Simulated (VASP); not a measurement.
Pb, 2 atoms in the cell. The typed cell holds 2 atoms: a = 3.480 Å, b = 3.450 Å, c = 5.591 Å, α = 89.57°, β = 88.85°, γ = 119.13°.  This cell differs from its parent crystal: equal xy, yz and zx shear strains of +2 %.

* Program: VASP 6.6.1
* Task: single point
* Functional: PBE
* Potentials or basis: VASP PAW PBE potentials, release 64 (Pb_d)
* Cutoff: 520 eV
* k mesh: 12 × 12 × 7
* Occupations: fermi-dirac, width 0.05 eV
* Spin: no spin polarisation
* Dipole correction: no
* Further INCAR settings: ALGO = Normal; EDIFF = 1e-06; NBANDS = 21

Potentials or basis: VASP PAW PBE potentials, release 64 (Pb_d).

Launch:

```sh
$ cat potpaw_PBE.64/Pb_d/POTCAR > POTCAR
$ mpirun -np 1 vasp_std > vasp.out
```

Hardware: 1 thread of Intel(R) Xeon(R) Platinum 8488C (Sapphire Rapids), with other jobs on the host.

**Question.** Estimate the wall time of this run.

**Answer.** Wall time 4.8 min on 1 thread of Intel(R) Xeon(R) Platinum 8488C (Sapphire Rapids), on a shared host, peak memory 0.55 GiB. Counts: scf iterations 10, k points 506.
